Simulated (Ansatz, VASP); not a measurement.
# Two plane-wave programs on NiO

Contents of INCAR:

```
SYSTEM = NiO
  PREC = Accurate
  ENCUT = 520
  EDIFF = 1E-7
  ISMEAR = -1
  SIGMA = 0.05
  LREAL = .FALSE.
  LASPH = .TRUE.
  NELM = 150
  ALGO = Normal
  ISIF = 2
  LWAVE = .FALSE.
  LCHARG = .FALSE.
  ISPIN = 2
  MAGMOM = 1 0
  LORBIT = 11
  LMAXMIX = 4
  LDAU = .TRUE.
  LDAUTYPE = 2
  LDAUL = 2 -1
  LDAUU = 8 0
  LDAUJ = 0 0
  LDAUPRINT = 1
  GGA = PE
  NBANDS = 19
```

Contents of KPOINTS:

```
regular mesh
0
G
  11 11 11
  0 0 0
```

POSCAR

```
NiO
1.0
    0.0000000000      2.0913095100      2.0913095100
    2.0913095100      0.0000000000      2.0913095100
    2.0913095100      2.0913095100      0.0000000000
Ni O
1 1
Direct
    0.0000000000      0.0000000000      0.0000000000
    0.5000000000      0.5000000000      0.5000000000
```

Contents of input.yaml:

```yaml
crystal:
  lattice:
    - [0.0, 2.09130951, 2.09130951]
    - [2.09130951, 0.0, 2.09130951]
    - [2.09130951, 2.09130951, 0.0]
  atoms:
    - { symbol: Ni, position: [0.0, 0.0, 0.0], spin: 1.0 }
    - { symbol: O, position: [0.5, 0.5, 0.5] }
hamiltonian:
  xc: pbe
  pseudopotentials: { kind: paw }
  hubbard: { sites: [{ species: Ni, l: d, u_eff: 8.0 }] }
magnetization:
  spin_polarized: true
kpoints:
  mp_grid: { grid: [11, 11, 11] }
  band_path:
    path:
      - [[0.0, 0.0, 0.0], [0.5, 0.0, 0.5], [0.5, 0.25, 0.75], [0.375, 0.375, 0.75], [0.0, 0.0, 0.0], [0.5, 0.5, 0.5], [0.625, 0.25, 0.625], [0.5, 0.25, 0.75], [0.5, 0.5, 0.5], [0.375, 0.375, 0.75]]
      - [[0.625, 0.25, 0.625], [0.5, 0.0, 0.5]]
    npoints: 14
scf:
  occupations: { method: fermi_dirac, width: 0.05 }
  n_extra_bands: 6
output:
  forces: true
  stress: true
  eigenvalues: true
  fatbands: false
```

Alike in both runs: functional PBE; k mesh 11 × 11 × 11; occupations fermi-dirac, width 0.05 eV; collinear spin; Hubbard terms Ni d U = 8.0 eV.

|  | VASP | Ansatz |
| --- | --- | --- |
| version | VASP 6.6.1 | Ansatz 0.2.0 |
| potentials or method | VASP PAW PBE potentials, release 64 (Ni, O) | Ansatz PAW |
| plane-wave cutoff (eV) | 520 | 420 |
| valence electrons in the cell | 16 | 24 |
| task | single point | band structure |

```csv
,VASP,Ansatz,Ansatz less VASP
gap on the k mesh at the Fermi level (eV),3.04,2.40,-0.640
least direct gap on the mesh (eV),3.79,3.59,-0.197
pressure (GPa),-0.5,14.3,+14.77
net moment per atom (μB),1.00,1.00,0.000
size of the moment on the site where the two differ most (μB),1.88,1.75,-0.130
```

Site moments also hang on the region over which each program counts them. The programs project onto different local orbitals, so the same U acts differently, and such runs can settle in different states. VASP's potentials hold 16 valence electrons a cell and Ansatz's 24, so a difference there can come from the potentials and not from the codes.

Noted on Ansatz's run: the magnetic or orbital state may not be the lowest.
